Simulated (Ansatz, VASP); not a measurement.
# W in VASP and in Ansatz

Contents of INCAR:

```
SYSTEM = W
PREC = Accurate ; ENCUT = 520
EDIFF = 1E-7 ; ISMEAR = -1
SIGMA = 0.08 ; LREAL = .FALSE.
LASPH = .TRUE. ; NELM = 60
ALGO = Normal ; ISIF = 2
LWAVE = .FALSE. ; LCHARG = .TRUE.
GGA = CA ; LELF = .TRUE.
LVHAR = .TRUE. ; NBANDS = 13
```

File KPOINTS:

```
regular mesh
0
G
  19 19 19
  0 0 0
```

Contents of POSCAR:

```
W
1.0
   -1.3917149393      1.3917149393      1.3917149393
    1.3917149393     -1.3917149393      1.3917149393
    1.3917149393      1.3917149393     -1.3917149393
W
1
Direct
    0.0000000000      0.0000000000      0.0000000000
```

Input for Ansatz:

```yaml
crystal:
  lattice:
    - [-1.3917149393, 1.3917149393, 1.3917149393]
    - [1.3917149393, -1.3917149393, 1.3917149393]
    - [1.3917149393, 1.3917149393, -1.3917149393]
  atoms:
    - { symbol: W, position: [0.0, 0.0, 0.0] }
kpoints:
  mp_grid: { grid: [19, 19, 19] }
scf:
  occupations: { method: fermi_dirac, width: 0.08 }
hamiltonian:
  xc: lda
  pseudopotentials: { kind: paw }
output:
  forces: true
  stress: true
  eigenvalues: true
  populations: true
```

Change from the starting cell: volume scaled by 0.7, PAW files.

Alike in both runs: task single point; functional LDA; k mesh 19 × 19 × 19; occupations fermi-dirac, width 0.08 eV; no spin polarisation.

|  | VASP | Ansatz |
| --- | --- | --- |
| version | VASP 6.6.1 | Ansatz 0.2.0 |
| potentials or method | VASP PAW LDA potentials, release 64 (W_sv) | PAW with Ansatz's default frozen-core files, scalar-relativistic |
| plane-wave cutoff (eV) | 520 | 420 |
| valence electrons in the cell | 14 | 14 |

```tsv
	VASP	Ansatz	Ansatz less VASP
pressure (GPa)	256.3	245.7	-10.56
```

LDA's correlation is that of Perdew and Zunger in VASP and of Perdew and Wang (1992) in Ansatz. Both programs put the cell under a high pressure, so it lies far from rest at this level.

Spin-orbit coupling is off throughout. Noted on VASP's run: the cell as given lies far from equilibrium.
